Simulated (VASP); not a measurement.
A run of VASP 6.6.1 is set up as follows.

File INCAR:

```
PREC = Accurate
ENCUT = 600
EDIFF = 1E-7
ISMEAR = 0
SIGMA = 0.02
LREAL = False
LASPH = True
NELM = 60
ALGO = Normal
ISIF = 3
LWAVE = False
LCHARG = False
GGA = CA
IBRION = 2
NSW = 100
EDIFFG = -0.002
```

File KPOINTS:

```
Automatic mesh
0
Gamma
  14 14 14
```

Contents of POSCAR:

```
InP
1.0
    0.0000000000      2.9519763900      2.9519763900
    2.9519763900      0.0000000000      2.9519763900
    2.9519763900      2.9519763900      0.0000000000
In P
1 1
Direct
    0.0000000000      0.0000000000      0.0000000000
    0.7500000000      0.7500000000      0.7500000000
```

Potentials or basis: VASP PAW LDA potentials, release 64 (In_d, P).

Launch:

```sh
$ cat potpaw_LDA.64/In_d/POTCAR potpaw_LDA.64/P/POTCAR > POTCAR
$ mpirun -np 1 vasp_std > vasp.out
```

**Question.** Predict the relaxed volume.

**Answer.** 24.75 Å³/atom.

**Question.** What does it give for the space group after relaxing (to 0.1 Å)?

**Answer.** F-43m (No. 216).

Final structure:
```
In P
1.0
     0.00000    2.91442    2.91442
     2.91442    0.00000    2.91442
     2.91442    2.91442    0.00000
In P
1 1
Direct
  0.00000 0.00000 0.00000
  0.75000 0.75000 0.75000
```
